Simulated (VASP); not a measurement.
# MgO (Periclase) (Fm-3m) in VASP: a series of runs

MgO (Periclase) is run at these levels: PBEsol; tasks: single point.

All numbers are computed with VASP 6.6.1; they aren't measurements. Logs are shortened: lines on timing, memory, paths and dates and some standing lists are left out, and cuts for length are marked.

**The experiment to reproduce.**

From “Electronic structure of alkaline earth and post-transition metal oxides”, 2009, arxiv:0908.1581, for a bulk crystal of MgO: band gap 7.83 eV.

How close the calculation comes is told below.

## 1. The cell of the first run

Symmetry: Fm-3m, No. 225, cubic system. The conventional cell has a = 4.214 Å, b = 4.214 Å, c = 4.214 Å, α = 90.00°, β = 90.00°, γ = 90.00°. Mg (site symmetry m-3m) has 6 O at 2.11 Å within 2.8 Å. Within 2.8 Å of O (site symmetry m-3m) lie 6 Mg at 2.11 Å.

## 2. Single point, PBEsol

Input file INCAR:

```
SYSTEM = MgO
  ALGO = Normal
  EDIFF = 1E-6
  ENCUT = 520
  GGA = PS
  ISIF = 2
  ISMEAR = 0
  LASPH = .TRUE.
  LCHARG = .TRUE.
  LELF = .TRUE.
  LREAL = .FALSE.
  LVHAR = .TRUE.
  LWAVE = .FALSE.
  NBANDS = 11
  NELM = 80
  PREC = Accurate
  SIGMA = 0.05
```

Input file KPOINTS:

```
k-points
0
G
  10 10 10
  0 0 0
```

Input file POSCAR:

```
MgO
1.0
    0.0000000000      2.1070570934      2.1070570934
    2.1070570934      0.0000000000      2.1070570934
    2.1070570934      2.1070570934      0.0000000000
Mg O
1 1
Direct
    0.0000000000      0.0000000000      0.0000000000
    0.5000000000      0.5000000000      0.5000000000
```

Potentials or basis: VASP PAW PBE potentials, release 64 (Mg, O).

Started as:

```sh
$ cat potpaw_PBE.64/Mg/POTCAR potpaw_PBE.64/O/POTCAR > POTCAR
$ mpirun -np 1 vasp_std > vasp.out
```

OUTCAR:

```text
SYSTEM = MgO
   EDIFF = 1E-6
   ENCUT = 520
   GGA = PS
   ISIF = 2
   ISMEAR = 0
   LASPH = .TRUE.
   LREAL = .FALSE.
   NELM = 80
   PREC = Accurate

 ion  position               nearest neighbor table
   1  0.000  0.000  0.000-   2 2.11   2 2.11   2 2.11   2 2.11   2 2.11   2 2.11
   2  0.500  0.500  0.500-   1 2.11   1 2.11   1 2.11   1 2.11   1 2.11   1 2.11

  LATTYP: Found a face centered cubic cell.
 ALAT       =     4.2141141868

  Lattice vectors:

 A1 = (   0.0000000000,   2.1070570934,   2.1070570934)
 A2 = (   2.1070570934,   0.0000000000,   2.1070570934)
 A3 = (   2.1070570934,   2.1070570934,   0.0000000000)

Analysis of symmetry for initial positions (statically):
=====================================================================
 Subroutine PRICEL returns:
 Original cell was already a primitive cell.

 Routine SETGRP: Setting up the symmetry group for a
 face centered cubic supercell.

 Subroutine GETGRP returns: Found 48 space group operations
 (whereof 48 operations were pure point group operations)
 out of a pool of 48 trial point group operations.

The static configuration has the point symmetry O_h .

Analysis of symmetry for dynamics (positions and initial velocities):
=====================================================================
 Subroutine PRICEL returns:
 Original cell was already a primitive cell.

 Routine SETGRP: Setting up the symmetry group for a
 face centered cubic supercell.

 Subroutine GETGRP returns: Found 48 space group operations
 (whereof 48 operations were pure point group operations)
 out of a pool of 48 trial point group operations.

The dynamic configuration has the point symmetry O_h .

 Subroutine INISYM returns: Found 48 space group operations
 (whereof 48 operations are pure point group operations),
 and found     1 'primitive' translations

----------------------------------------------------------------------------------------

                                     Primitive cell

  volume of cell :      18.7094

  direct lattice vectors                    reciprocal lattice vectors
     0.000000000  2.107057093  2.107057093    -0.237297794  0.237297794  0.237297794
     2.107057093  0.000000000  2.107057093     0.237297794 -0.237297794  0.237297794
     2.107057093  2.107057093  0.000000000     0.237297794  0.237297794 -0.237297794

  length of vectors
     2.979828718  2.979828718  2.979828718     0.411011836  0.411011836  0.411011836

  position of ions in fractional coordinates (direct lattice)
     0.000000000  0.000000000  0.000000000
     0.500000000  0.500000000  0.500000000

  ion indices of the primitive-cell ions
   primitive index   ion index
                 1           1
                 2           2

----------------------------------------------------------------------------------------

 KPOINTS: k-points

Automatic generation of k-mesh.
 Grid dimensions read from file:
 generate k-points for:   10   10   10

 Generating k-lattice:

  Cartesian coordinates                     Fractional coordinates (reciprocal lattice)
    -0.023729779  0.023729779  0.023729779     0.100000000  0.000000000  0.000000000
     0.023729779 -0.023729779  0.023729779     0.000000000  0.100000000  0.000000000
     0.023729779  0.023729779 -0.023729779     0.000000000  0.000000000  0.100000000

  Length of vectors
     0.041101184  0.041101184  0.041101184

  Shift w.r.t. Gamma in fractional coordinates (k-lattice)
     0.000000000  0.000000000  0.000000000

 Subroutine IBZKPT returns following result:
 ===========================================

 Found     47 irreducible k-points:

 Following reciprocal coordinates:
            Coordinates               Weight
  0.000000  0.000000  0.000000      1.000000
  0.100000  0.000000  0.000000      8.000000
  0.200000  0.000000  0.000000      8.000000
  0.300000  0.000000  0.000000      8.000000
  0.400000  0.000000  0.000000      8.000000
  0.500000  0.000000  0.000000      4.000000
[... 16 lines left out ...]
  0.300000  0.300000  0.000000      6.000000
  0.400000  0.300000  0.000000     24.000000
 [... further k-points ...]
   k-points           NKPTS =     47   k-points in BZ     NKDIM =     47   number of bands    NBANDS=     11
   number of dos      NEDOS =    301   number of ions     NIONS =      2
   total plane-waves  NPLWV =  13824
   dimension x,y,z NGX =    24 NGY =   24 NGZ =   24
   dimension x,y,z NGXF=    48 NGYF=   48 NGZF=   48
   ions per type =               1   1
   NGX,Y,Z   is equivalent  to a cutoff of  13.39, 13.39, 13.39 a.u.
   NGXF,Y,Z  is equivalent  to a cutoff of  26.78, 26.78, 26.78 a.u.
 SYSTEM =  MgO
   PREC   = accura    normal or accurate (medium, high low for compatibility)
   ISTART =      0    job   : 0-new  1-cont  2-samecut
   ICHARG =      2    charge: 1-file 2-atom 10-const
   ISPIN  =      1    spin polarized calculation?
   LNONCOLLINEAR =      F non collinear calculations
   LSORBIT =      F    spin-orbit coupling
   LASPH  =      T    aspherical Exc in radial PAW
   ENCUT  =  520.0 eV  38.22 Ry    6.18 a.u.   5.54  5.54  5.54*2*pi/ulx,y,z
   NELM   =     80;   NELMIN=  2; NELMDL= -5     # of ELM steps
   EDIFF  = 0.1E-05   stopping-criterion for ELM
   LREAL  =      F    real-space projection
   EDIFFG = 0.1E-04   stopping-criterion for IOM
   NSW    =      0    number of steps for IOM
   IBRION =     -1    ionic relax: 0-MD 1-quasi-New 2-CG
   NFREE  =      0    steps in history (QN), initial steepest desc. (CG)
   ISIF   =      2    stress and relaxation
   ISYM   =      2    0-nonsym 1-usesym 2-fastsym
   POTIM  = 0.5000    time-step for ionic-motion
   TEBEG  =    0.0;   TEEND  =   0.0 temperature during run
   PSTRESS=    0.0 pullay stress
   NELECT =       8.0000    total number of electrons
   NUPDOWN=      -1.0000    fix difference up-down
   EMIN   =  10.00;   EMAX   =-10.00  energy-range for DOS
   EFERMI =   0.00;   METHOD = LEGACY
   ISMEAR =     0;   SIGMA  =   0.05  broadening in eV -4-tet -1-fermi 0-gaus
   EFERMI_NEDOS =   21; number of points for ismear=-14 and -15
   IALGO  =     38    algorithm
   IMIX   =      4    mixing-type and parameters
     AMIX     =   0.40;   BMIX     =  1.00
     AMIX_MAG =   1.60;   BMIX_MAG =  1.00
  volume/ion in A,a.u.               =       9.35        63.13
  Fermi-wavevector in a.u.,A,eV,Ry     =   1.233347  2.330687 20.696423  1.521144
  Thomas-Fermi vector in A             =   2.368081
   LORBIT       =      0    0 simple, 1 ext, 2 COOP (PROOUT), +10 PAW based schemes
   GGA     = PS    functional components
   LHFCALC =     F    Hartree Fock is set to
   AEXX    =    0.0000 exact exchange contribution
   IVDW    =     0    specifies the selected vdW correction
   LEPSILON=     F    determine dielectric tensor
   LRPA    =     F    only Hartree local field effects (RPA)
 non-spin polarized calculation
 Gauss-broadening in eV      SIGMA  =   0.05
  energy-cutoff  :      520.00
  volume of cell :       18.71
 maximum number of plane-waves:       531
 NGX is ok and might be reduce to    24
   NGX = 11   NGY = 11   NGZ = 11

 number of electron       8.0000005 magnetization

 Free energy of the ion-electron system (eV)
  ---------------------------------------------------
  ext. energy  EPLUGINS =         0.00000000
  ---------------------------------------------------
  free energy    TOTEN  =       -12.51247315 eV

  energy without entropy =      -12.51247315  energy(sigma->0) =      -12.51247315

 E-fermi :   3.2917     XC(G=0): -11.3033

 val. band max:        3.0563713365   @ k =   0.0000   0.0000   0.0000
 cond. band min:       7.6765287551   @ k =   0.0000   0.0000   0.0000
 fundamental gap:      4.6201574186
 Fermi energy:         3.2917446754

 k-point     1 :       0.0000    0.0000    0.0000
  band No.  band energies     occupation
      1     -14.1419      2.00000
      2       3.0564      2.00000
      3       3.0564      2.00000
      4       3.0564      2.00000
      5       7.6765      0.00000
      6      18.6801      0.00000
      7      18.6801      0.00000
      8      18.6801      0.00000
      9      22.5189      0.00000
     10      24.4008      0.00000
     11      24.4008      0.00000

 k-point     2 :       0.1000    0.0000    0.0000
  band No.  band energies     occupation
      1     -14.0344      2.00000
      2       2.3930      2.00000
      3       2.9879      2.00000
      4       2.9879      2.00000
      5       8.3111      0.00000
      6      17.4191      0.00000
      7      18.9211      0.00000
      8      18.9211      0.00000
      9      23.6741      0.00000
     10      23.6741      0.00000
     11      24.1962      0.00000

 k-point     3 :       0.2000    0.0000    0.0000
  band No.  band energies     occupation
      1     -13.7385      2.00000
      2       1.0564      2.00000
      3       2.8144      2.00000
      4       2.8144      2.00000
      5       9.5042      0.00000
      6      15.9123      0.00000
      7      19.4103      0.00000
      8      19.4103      0.00000
      9      22.9787      0.00000
     10      22.9787      0.00000
     11      25.1543      0.00000

 k-point     4 :       0.3000    0.0000    0.0000
  band No.  band energies     occupation
      1     -13.3383      2.00000
      2      -0.2789      2.00000
      3       2.6106      2.00000
      4       2.6106      2.00000
      5      10.4187      0.00000
      6      15.2501      0.00000
      7      19.5377      0.00000
      8      19.5377      0.00000
      9      23.4108      0.00000
     10      23.4108      0.00000
     11      24.5570      0.00000
[... 239 lines left out ...]
 k-point    22 :      -0.2000    0.2000    0.0000
  band No.  band energies     occupation
      1     -13.2194      2.00000
      2      -0.0791      2.00000
      3       1.6984      2.00000
      4       2.6072      2.00000
      5      11.3904      0.00000
      6      14.7857      0.00000
      7      18.0342      0.00000
      8      20.7083      0.00000
      9      21.3560      0.00000
     10      24.2496      0.00000
     11      27.7261      0.00000

 k-point    23 :       0.3000    0.3000    0.0000
  band No.  band energies     occupation
      1     -13.1320      2.00000
      2      -0.1362      2.00000
      3       2.1074      2.00000
      4       2.1074      2.00000
      5      11.8082      0.00000
      6      13.2896      0.00000
      7      17.3478      0.00000
      8      20.8359      0.00000
      9      20.8359      0.00000
     10      27.0633      0.00000
     11      30.3185      0.00000

 k-point    24 :       0.4000    0.3000    0.0000
  band No.  band energies     occupation
      1     -12.8789      2.00000
      2      -0.5661      2.00000
      3       1.7353      2.00000
      4       1.9586      2.00000
      5      12.5091      0.00000
      6      13.0566      0.00000
      7      16.5204      0.00000
      8      21.0822      0.00000
      9      21.2864      0.00000
     10      27.8010      0.00000
     11      29.9201      0.00000

 [... further k-points ...]
[... 5 lines left out ...]
  --------------------------------------------------------------------------------------
  -------------------------------------------------------------------------------------
  Total       -0.0598726     -0.0598726     -0.0598726     -0.0000000     -0.0000000      0.0000000
  in kB       -5.1271930     -5.1271930     -5.1271930     -0.0000000     -0.0000000      0.0000000
  external PRESSURE =      -5.1271930 kB  Pullay stress =       0.0000000 kB

 VOLUME and BASIS-vectors are now :
 -----------------------------------------------------------------------------
  energy-cutoff  :      520.00
  volume of cell :       18.71
      direct lattice vectors                 reciprocal lattice vectors
     0.000000000  2.107057093  2.107057093    -0.237297794  0.237297794  0.237297794
     2.107057093  0.000000000  2.107057093     0.237297794 -0.237297794  0.237297794
     2.107057093  2.107057093  0.000000000     0.237297794  0.237297794 -0.237297794

 POSITION                                       TOTAL-FORCE (eV/Angst)
 -----------------------------------------------------------------------------------
      0.00000      0.00000      0.00000         0.000000      0.000000      0.000000
      2.10706      2.10706      2.10706        -0.000000     -0.000000      0.000000
 -----------------------------------------------------------------------------------
    total drift:                               -0.000000     -0.000000      0.000000

  FREE ENERGIE OF THE ION-ELECTRON SYSTEM (eV)
  ---------------------------------------------------
  free  energy   TOTEN  =       -12.5124731500 eV

  energy  without entropy=      -12.5124731500  energy(sigma->0) =      -12.51247315
```

Run time: 18 s. Hardware: 1 thread of AMD EPYC 7R43 (Zen 3), shared host; peak memory 0.11 GiB.

What came out:

```
Free energy            : -12.5125 eV
Pressure               : -0.5 GPa
Band gap on the k mesh : 4.62 eV, direct
```

Caveat: the PAW data sets were made with another functional, which shifts forces and pressure a little.

[end of part 1 of 2]
